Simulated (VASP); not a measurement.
A run of VASP 6.6.1:

INCAR

```
SYSTEM = TiTe2
PREC = Accurate ; ENCUT = 520
EDIFF = 1E-6 ; ISMEAR = -1
SIGMA = 0.1 ; LREAL = .False.
LASPH = .True. ; NELM = 60
ALGO = Normal ; ISIF = 2
LWAVE = .False. ; LCHARG = .False.
GGA = PE ; NBANDS = 19
```

Contents of KPOINTS:

```
Automatic mesh
0
Gamma
  10 10 5
  0 0 0
```

Contents of POSCAR:

```
TiTe2
1.0
    3.8082162916      0.0000000000      0.0000000000
   -1.9041081458      3.2980121020      0.0000000000
    0.0000000000      0.0000000000      6.5517049148
Ti Te
1 2
Direct
    0.0000000000      0.0000000000      0.0000000000
    0.6666666667      0.3333333333      0.2628000000
    0.3333333333      0.6666666667      0.7372000000
```

Potentials or basis: VASP PAW PBE potentials, release 64 (Ti_sv, Te).

Command:

```console
$ cat potpaw_PBE.64/Ti_sv/POTCAR potpaw_PBE.64/Te/POTCAR > POTCAR
$ mpirun -np 1 vasp_std > vasp.out
```

Hardware: 1 thread of Intel(R) Xeon(R) 6975P-C (Granite Rapids), on a shared host.

How long does it take, and how much memory?

Run time: 42 s on 1 thread of Intel(R) Xeon(R) 6975P-C (Granite Rapids), on a shared host, peak memory 0.24 GiB. Counts: scf iterations 17, k points 58.
